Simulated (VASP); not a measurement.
Here is a VASP 6.6.1 calculation.

Contents of INCAR:

```
SYSTEM = Sr
  PREC = Accurate
  ENCUT = 600
  EDIFF = 1E-7
  ISMEAR = 0
  SIGMA = 0.1
  LREAL = .False.
  LASPH = .True.
  NELM = 100
  ALGO = Fast
  ISIF = 3
  LWAVE = .False.
  LCHARG = .False.
  GGA = PS
  IBRION = 2
  NSW = 80
  EDIFFG = -0.05
```

File KPOINTS:

```
regular mesh
0
Gamma
  6 6 2
  0 0 0
```

Contents of POSCAR:

```
Sr
1.0
    3.3005340985      0.0000000000      0.0000000000
   -1.6502670493      2.8583463754      0.0000000000
    0.0000000000      0.0000000000     10.7868704175
Sr
4
Direct
    0.0000000000      0.0000000000      0.0000000000
    0.3333333333      0.6666666667      0.2500000000
    0.0000000000      0.0000000000      0.5000000000
    0.6666666667      0.3333333333      0.7500000000
```

Potentials or basis: VASP PAW PBE potentials, release 64 (Sr_sv).

Command:

```sh
$ cat potpaw_PBE.64/Sr_sv/POTCAR > POTCAR
$ mpirun -np 1 vasp_std > vasp.out
```

Question: Predict the relaxed cell.

Answer: a = 4.198 Å, b = 4.198 Å, c = 13.744 Å, α = 90.00°, β = 90.00°, γ = 120.00°.

Question: What does it give for the relaxed volume?

Answer: 52.44 Å³/atom.

Question: What does it give for the space group after relaxing (to 0.05 Å)?

Answer: P6_3/mmc (No. 194).

Question: What does it give for the band gap on the k mesh?

Answer: Zero (band 20 reaches 1.82 eV, above the bottom of band 21 at 1.64 eV).

Final structure:
```yaml
crystal:
  lattice:
    - [4.19817, 0.00000, 0.00000]
    - [-2.09909, 3.63572, 0.00000]
    - [0.00000, 0.00000, 13.74370]
  atoms:
    - { symbol: Sr, position: [0.00000, 0.00000, 0.00000] }
    - { symbol: Sr, position: [0.33333, 0.66667, 0.25000] }
    - { symbol: Sr, position: [0.00000, 0.00000, 0.50000] }
    - { symbol: Sr, position: [0.66667, 0.33333, 0.75000] }
```

Caveat: the k points lie up to 0.29 Å⁻¹ apart in the final cell; the volume moved by over 15 % at a fixed basis, so the end points are rough; the PAW data sets were made with another functional, which shifts forces and pressure a little.
